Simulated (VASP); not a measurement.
# TiO2 (Cmcm) in VASP: single point with r2SCAN+U

Aim: the single point of TiO2 with r2SCAN+U.

All numbers are computed with VASP 6.6.1; they aren't measurements. Logs are shortened: lines on timing, memory, paths and dates and some standing lists are left out, and cuts for length are marked.

### 1 The cell of the first run

It takes space group Cmcm (No. 63, orthorhombic). The conventional cell has a = 2.948 Å, b = 9.593 Å, c = 10.235 Å, α = 90.00°, β = 90.00°, γ = 90.00°. Ti (site symmetry m) has 6 O at 1.83 to 2.19 Å within 2.4 Å. Within 2.8 Å of O (site symmetry 2/m) lie 4 Ti at 2.13 Å and 2 O at 2.66 Å. Within 2.4 Å of O (site symmetry m2m) lie 2 Ti at 1.83 Å. Within 2.8 Å of O (site symmetry m) lie 3 Ti at 1.89 to 2.19 Å and 5 O at 2.57 to 2.78 Å.

### 2 Single point, r2SCAN+U

POSCAR reads:

```
TiO2
1.0
    1.4740970000     -4.7965300000      0.0000000000
    1.4740970000      4.7965300000      0.0000000000
    0.0000000000      0.0000000000     10.2352230000
Ti O
4 8
Direct
    0.8669130000      0.1330870000      0.5831420000
    0.1330870000      0.8669130000      0.4168580000
    0.8669130000      0.1330870000      0.9168580000
    0.1330870000      0.8669130000      0.0831420000
    0.5000000000      0.5000000000      0.5000000000
    0.5000000000      0.5000000000      0.0000000000
    0.9342350000      0.0657650000      0.7500000000
    0.0657650000      0.9342350000      0.2500000000
    0.7544000000      0.2456000000      0.1028660000
    0.2456000000      0.7544000000      0.8971340000
    0.2456000000      0.7544000000      0.6028660000
    0.7544000000      0.2456000000      0.3971340000
```

INCAR.step1 reads:

```
SYSTEM = TiO2
PREC = Accurate
ENCUT = 520
ISMEAR = -1
SIGMA = 0.05
LREAL = .False.
LASPH = .True.
NELM = 150
LMAXMIX = 4
LDAU = .True.
LDAUTYPE = 2
LDAUL = 2 -1
LDAUU = 3 0
LDAUJ = 0 0
NBANDS = 60
GGA = PE
ALGO = Normal
EDIFF = 1E-4
LWAVE = .True.
LCHARG = .False.
KPAR = 2
```

INCAR.step2 reads:

```
SYSTEM = TiO2
PREC = Accurate
ENCUT = 520
EDIFF = 1E-6
ISMEAR = -1
SIGMA = 0.05
LREAL = .False.
LASPH = .True.
NELM = 150
ALGO = Normal
ISIF = 2
LWAVE = .False.
LCHARG = .False.
LMAXMIX = 4
LDAU = .True.
LDAUTYPE = 2
LDAUL = 2 -1
LDAUU = 3 0
LDAUJ = 0 0
LDAUPRINT = 1
METAGGA = R2SCAN
LMIXTAU = .True.
NBANDS = 60
ISTART = 1
KPAR = 2
```

KPOINTS reads:

```
regular mesh
0
Gamma
  9 9 3
  0 0 0
```

Potentials or basis: VASP PAW PBE potentials, release 64 (Ti_sv, O).

Run with:

```console
$ cat potpaw_PBE.64/Ti_sv/POTCAR potpaw_PBE.64/O/POTCAR > POTCAR
$ cp INCAR.step1 INCAR
$ mpirun -np 2 vasp_std > vasp.out
$ cp INCAR.step2 INCAR
$ mpirun -np 2 vasp_std > vasp.out
```

OUTCAR:

```text
SYSTEM = TiO2
   PREC = Accurate
   ENCUT = 520
   EDIFF = 1E-6
   ISMEAR = -1
   LREAL = .False.
   LASPH = .True.
   NELM = 150
   ISIF = 2
   METAGGA = R2SCAN
   ISTART = 1

 ion  position               nearest neighbor table
   1  0.867  0.133  0.583-   7 1.83  11 1.89  11 1.89   5 2.13   5 2.13  12 2.19
   2  0.133  0.867  0.417-   8 1.83  12 1.89  12 1.89   5 2.13   5 2.13  11 2.19
   3  0.867  0.133  0.917-   7 1.83  10 1.89  10 1.89   6 2.13   6 2.13   9 2.19
   4  0.133  0.867  0.083-   8 1.83   9 1.89   9 1.89   6 2.13   6 2.13  10 2.19
   5  0.500  0.500  0.500-   2 2.13   1 2.13   2 2.13   1 2.13
   6  0.500  0.500  0.000-   4 2.13   3 2.13   4 2.13   3 2.13
   7  0.934  0.066  0.750-   1 1.83   3 1.83
   8  0.066  0.934  0.250-   2 1.83   4 1.83
   9  0.754  0.246  0.103-   4 1.89   4 1.89   3 2.19
  10  0.246  0.754  0.897-   3 1.89   3 1.89   4 2.19
  11  0.246  0.754  0.603-   1 1.89   1 1.89   2 2.19
  12  0.754  0.246  0.397-   2 1.89   2 1.89   1 2.19

  LATTYP: Found a base centered orthorhombic cell.
 ALAT       =     2.9481940000
 B/A-ratio  =     3.2538767802
 C/A-ratio  =     3.4716925006

  Lattice vectors:

 A1 = (   1.4740970000,  -4.7965300000,   0.0000000000)
 A2 = (   1.4740970000,   4.7965300000,   0.0000000000)
 A3 = (   0.0000000000,   0.0000000000,  10.2352230000)

Analysis of symmetry for initial positions (statically):
=====================================================================
 Subroutine PRICEL returns:
 Original cell was already a primitive cell.

 Routine SETGRP: Setting up the symmetry group for a
 base centered orthorhombic supercell.

 Subroutine GETGRP returns: Found  8 space group operations
 (whereof  4 operations were pure point group operations)
 out of a pool of  8 trial point group operations.

The static configuration has the point symmetry C_2h.
 The point group associated with its full space group is D_2h.

Analysis of symmetry for dynamics (positions and initial velocities):
=====================================================================
 Subroutine PRICEL returns:
 Original cell was already a primitive cell.

 Routine SETGRP: Setting up the symmetry group for a
 base centered orthorhombic supercell.

 Subroutine GETGRP returns: Found  8 space group operations
 (whereof  4 operations were pure point group operations)
 out of a pool of  8 trial point group operations.

The dynamic configuration has the point symmetry C_2h.
 The point group associated with its full space group is D_2h.

 Subroutine INISYM returns: Found  8 space group operations
 (whereof  4 operations are pure point group operations),
 and found     1 'primitive' translations

----------------------------------------------------------------------------------------

                                     Primitive cell

  volume of cell :     144.7373

  direct lattice vectors                    reciprocal lattice vectors
     1.474097000 -4.796530000  0.000000000     0.339190705 -0.104242025  0.000000000
     1.474097000  4.796530000  0.000000000     0.339190705  0.104242025  0.000000000
     0.000000000  0.000000000 10.235223000     0.000000000  0.000000000  0.097701828

  length of vectors
     5.017934038  5.017934038 10.235223000     0.354847480  0.354847480  0.097701828

  position of ions in fractional coordinates (direct lattice)
     0.866913000  0.133087000  0.583142000
     0.133087000  0.866913000  0.416858000
     0.866913000  0.133087000  0.916858000
     0.133087000  0.866913000  0.083142000
     0.500000000  0.500000000  0.500000000
     0.500000000  0.500000000  0.000000000
     0.934235000  0.065765000  0.750000000
     0.065765000  0.934235000  0.250000000
     0.754400000  0.245600000  0.102866000
     0.245600000  0.754400000  0.897134000
     0.245600000  0.754400000  0.602866000
     0.754400000  0.245600000  0.397134000

  ion indices of the primitive-cell ions
   primitive index   ion index
                 1           1
                 2           2
                 3           3
                 4           4
                 5           5
                 6           6
                 7           7
                 8           8
                 9           9
                10          10
                11          11
                12          12

[... 24 lines left out ...]
 Found     50 irreducible k-points:

 Following reciprocal coordinates:
            Coordinates               Weight
  0.000000  0.000000  0.000000      1.000000
  0.111111 -0.000000  0.000000      4.000000
  0.222222 -0.000000  0.000000      4.000000
  0.333333 -0.000000  0.000000      4.000000
  0.444444 -0.000000  0.000000      4.000000
  0.111111  0.111111  0.000000      2.000000
[... 16 lines left out ...]
 -0.333333  0.333333  0.000000      2.000000
  0.444444  0.444444  0.000000      2.000000
 [... further k-points ...]
   k-points           NKPTS =     50   k-points in BZ     NKDIM =     50   number of bands    NBANDS=     60
   number of dos      NEDOS =    301   number of ions     NIONS =     12
   total plane-waves  NPLWV = 128000
   dimension x,y,z NGX =    40 NGY =   40 NGZ =   80
   dimension x,y,z NGXF=    80 NGYF=   80 NGZF=  160
   ions per type =               4   8
   NGX,Y,Z   is equivalent  to a cutoff of  13.25, 13.25, 12.99 a.u.
   NGXF,Y,Z  is equivalent  to a cutoff of  26.50, 26.50, 25.99 a.u.
 SYSTEM =  TiO2
   PREC   = accura    normal or accurate (medium, high low for compatibility)
   ISTART =      1    job   : 0-new  1-cont  2-samecut
   ICHARG =      0    charge: 1-file 2-atom 10-const
   ISPIN  =      1    spin polarized calculation?
   LNONCOLLINEAR =      F non collinear calculations
   LSORBIT =      F    spin-orbit coupling
   LASPH  =      T    aspherical Exc in radial PAW
   ENCUT  =  520.0 eV  38.22 Ry    6.18 a.u.   9.33  9.33 19.03*2*pi/ulx,y,z
   NELM   =    150;   NELMIN=  2; NELMDL=  0     # of ELM steps
   EDIFF  = 0.1E-05   stopping-criterion for ELM
   LREAL  =      F    real-space projection
   EDIFFG = 0.1E-04   stopping-criterion for IOM
   NSW    =      0    number of steps for IOM
   IBRION =     -1    ionic relax: 0-MD 1-quasi-New 2-CG
   NFREE  =      0    steps in history (QN), initial steepest desc. (CG)
   ISIF   =      2    stress and relaxation
   ISYM   =      2    0-nonsym 1-usesym 2-fastsym
   POTIM  = 0.5000    time-step for ionic-motion
   TEBEG  =    0.0;   TEEND  =   0.0 temperature during run
   PSTRESS=    0.0 pullay stress
   NELECT =      96.0000    total number of electrons
   NUPDOWN=      -1.0000    fix difference up-down
   EMIN   =  10.00;   EMAX   =-10.00  energy-range for DOS
   EFERMI =   0.00;   METHOD = LEGACY
   ISMEAR =    -1;   SIGMA  =   0.05  broadening in eV -4-tet -1-fermi 0-gaus
   EFERMI_NEDOS =   21; number of points for ismear=-14 and -15
   IALGO  =     38    algorithm
   IMIX   =      4    mixing-type and parameters
     AMIX     =   0.40;   BMIX     =  1.00
     AMIX_MAG =   1.60;   BMIX_MAG =  1.00
  volume/ion in A,a.u.               =      12.06        81.39
  Fermi-wavevector in a.u.,A,eV,Ry     =   1.427705  2.697971 27.733310  2.038341
  Thomas-Fermi vector in A             =   2.547846
   LORBIT       =      0    0 simple, 1 ext, 2 COOP (PROOUT), +10 PAW based schemes
 LDA+U is selected, type is set to LDAUTYPE =  2
   angular momentum for each species LDAUL =     2   -1
   U (eV)           for each species LDAUU =   3.0  0.0
   J (eV)           for each species LDAUJ =   0.0  0.0
   METAGGA = R2SCAN    functional components
   LHFCALC =     F    Hartree Fock is set to
   AEXX    =    0.0000 exact exchange contribution
   IVDW    =     0    specifies the selected vdW correction
   LEPSILON=     F    determine dielectric tensor
   LRPA    =     F    only Hartree local field effects (RPA)
 non-spin polarized calculation
  energy-cutoff  :      520.00
  volume of cell :      144.74
 maximum number of plane-waves:      3924
 NGX is ok and might be reduce to    40
   NGX = 19   NGY = 19   NGZ = 39

atom =   1  type =  1  l = 2

 onsite density matrix

spin component  1
[... 116 lines left out ...]
  o =  0.0930  v =  0.0000 -0.0584  0.2697  0.0000  0.9612  0.0000  0.0000  0.0000  0.0000  0.0000      0.0000  0.0000  0.0000  0.0000  0.0000  0.0000  0.0000  0.0000  0.0000  0.0000
  o =  0.0930  v =  0.0000  0.0000  0.0000  0.0000  0.0000  0.0000 -0.0584  0.2697  0.0000  0.9612      0.0000  0.0000  0.0000  0.0000  0.0000  0.0000  0.0000  0.0000  0.0000  0.0000
  o =  0.1112  v =  0.0000  0.8776 -0.4451  0.0000  0.1782  0.0000  0.0000  0.0000  0.0000  0.0000      0.0000  0.0000  0.0000  0.0000  0.0000  0.0000  0.0000  0.0000  0.0000  0.0000
  o =  0.1112  v =  0.0000  0.0000  0.0000  0.0000  0.0000  0.0000  0.8776 -0.4451  0.0000  0.1782      0.0000  0.0000  0.0000  0.0000  0.0000  0.0000  0.0000  0.0000  0.0000  0.0000
  o =  0.1183  v =  0.0000  0.0000  0.0000  0.0000  0.0000  0.2257  0.0000 -0.0000  0.9742 -0.0000      0.0000  0.0000  0.0000  0.0000  0.0000  0.0000  0.0000  0.0000  0.0000  0.0000
  o =  0.1183  v =  0.2257  0.0000 -0.0000  0.9742 -0.0000  0.0000  0.0000  0.0000  0.0000  0.0000      0.0000  0.0000  0.0000  0.0000  0.0000  0.0000  0.0000  0.0000  0.0000  0.0000
  o =  0.2459  v = -0.9742  0.0000 -0.0000  0.2257 -0.0000  0.0000  0.0000  0.0000  0.0000  0.0000      0.0000  0.0000  0.0000  0.0000  0.0000  0.0000  0.0000  0.0000  0.0000  0.0000
  o =  0.2459  v =  0.0000  0.0000  0.0000  0.0000  0.0000 -0.9742  0.0000 -0.0000  0.2257 -0.0000      0.0000  0.0000  0.0000  0.0000  0.0000  0.0000  0.0000  0.0000  0.0000  0.0000
  o =  0.2623  v =  0.0000  0.0000  0.0000  0.0000  0.0000  0.0000 -0.4759 -0.8539  0.0000  0.2107      0.0000  0.0000  0.0000  0.0000  0.0000  0.0000  0.0000  0.0000  0.0000  0.0000
  o =  0.2623  v =  0.0000 -0.4759 -0.8539  0.0000  0.2107  0.0000  0.0000  0.0000  0.0000  0.0000      0.0000  0.0000  0.0000  0.0000  0.0000  0.0000  0.0000  0.0000  0.0000  0.0000

 number of electron      95.9999996 magnetization

 Free energy of the ion-electron system (eV)
  ---------------------------------------------------
  ext. energy  EPLUGINS =         0.00000000
  ---------------------------------------------------
  free energy    TOTEN  =      -129.46801440 eV

  energy without entropy =     -129.46801440  energy(sigma->0) =     -129.46801440

 E-fermi :   3.5722     XC(G=0): -11.0615

 val. band max:        2.4418009964   @ k =   0.4444   0.4444   0.3333
 cond. band min:       5.6421093926   @ k =  -0.4444   0.4444   0.0000
 fundamental gap:      3.2003083962
 Fermi energy:         3.5722379582

 k-point     1 :       0.0000    0.0000    0.0000
  band No.  band energies     occupation
      1     -56.8061      2.00000
      2     -56.8014      2.00000
      3     -56.7785      2.00000
      4     -56.7738      2.00000
      5     -32.1329      2.00000
      6     -32.1203      2.00000
[... 1501 lines left out ...]
     59       7.6649      0.00000
     60       7.7497      0.00000

 [... further k-points ...]

------------------------ aborting loop because EDIFF is reached ----------------------------------------

  FORCE on cell =-STRESS in cart. coord.  units (eV):
  Direction    XX          YY          ZZ          XY          YZ          ZX
  --------------------------------------------------------------------------------------
  -------------------------------------------------------------------------------------
  Total        1.9823053     -0.0076680     -0.9978918      0.0000000      0.0000000      0.0000000
  in kB       21.9432317     -0.0848818    -11.0462158      0.0000000      0.0000000      0.0000000
  external PRESSURE =       3.6040447 kB  Pullay stress =       0.0000000 kB

 VOLUME and BASIS-vectors are now :
 -----------------------------------------------------------------------------
  energy-cutoff  :      520.00
  volume of cell :      144.74
      direct lattice vectors                 reciprocal lattice vectors
     1.474097000 -4.796530000  0.000000000     0.339190705 -0.104242025  0.000000000
     1.474097000  4.796530000  0.000000000     0.339190705  0.104242025  0.000000000
     0.000000000  0.000000000 10.235223000     0.000000000  0.000000000  0.097701828

 POSITION                                       TOTAL-FORCE (eV/Angst)
 -----------------------------------------------------------------------------------
      1.47410     -3.51982      5.96859         0.000000     -0.034446     -0.309695
      1.47410      3.51982      4.26663         0.000000      0.034446      0.309695
      1.47410     -3.51982      9.38425         0.000000     -0.034446      0.309695
      1.47410      3.51982      0.85098         0.000000      0.034446     -0.309695
      1.47410      0.00000      5.11761         0.000000     -0.000000      0.000000
      1.47410      0.00000      0.00000         0.000000     -0.000000      0.000000
      1.47410     -4.16564      7.67642         0.000000     -0.202337      0.000000
      1.47410      4.16564      2.55881         0.000000      0.202337      0.000000
      1.47410     -2.44047      1.05286         0.000000     -0.327136     -0.130991
      1.47410      2.44047      9.18237         0.000000      0.327136      0.130991
      1.47410      2.44047      6.17047         0.000000      0.327136     -0.130991
      1.47410     -2.44047      4.06476         0.000000     -0.327136      0.130991
 -----------------------------------------------------------------------------------
    total drift:                                0.000000      0.000000      0.000000

  FREE ENERGIE OF THE ION-ELECTRON SYSTEM (eV)
  ---------------------------------------------------
  free  energy   TOTEN  =      -129.4680144024 eV

  energy  without entropy=     -129.4680144023  energy(sigma->0) =     -129.46801440
```

Wall time 14 min (2 MPI ranks of AMD EPYC 9R45 (Zen 5), shared host); peak memory 0.55 GiB.

Results:

```
Free energy            : -129.4680 eV
Pressure               : 0.4 GPa
Largest force          : 0.352 eV/Å
Band gap on the k mesh : 3.20 eV (least direct gap 3.30 eV)
```

Forces on the atoms (eV/Å):
```
Ti   0.000 -0.034 -0.310
Ti   0.000  0.034  0.310
Ti   0.000 -0.034  0.310
Ti   0.000  0.034 -0.310
O    0.000  0.000  0.000
O    0.000  0.000  0.000
O    0.000 -0.202  0.000
O    0.000  0.202  0.000
O    0.000 -0.327 -0.131
O    0.000  0.327  0.131
O    0.000  0.327 -0.131
O    0.000 -0.327  0.131
```

Stress tensor (GPa, compression positive):
```
 2.19  0.00  0.00
 0.00 -0.01  0.00
 0.00  0.00 -1.10
```

Eigenvalues of the final occupation matrices:
```
    site  spin  trace               eigenvalues
site 1 d     1   0.83  0.09 0.11 0.12 0.25 0.26
site 1 d     2   0.83  0.09 0.11 0.12 0.25 0.26
site 2 d     1   0.83  0.09 0.11 0.12 0.25 0.26
site 2 d     2   0.83  0.09 0.11 0.12 0.25 0.26
site 3 d     1   0.83  0.09 0.11 0.12 0.25 0.26
site 3 d     2   0.83  0.09 0.11 0.12 0.25 0.26
site 4 d     1   0.83  0.09 0.11 0.12 0.25 0.26
site 4 d     2   0.83  0.09 0.11 0.12 0.25 0.26
```

Caveat: the PAW data sets were made with another functional, which shifts forces and pressure a little. A k mesh can miss the band edges.
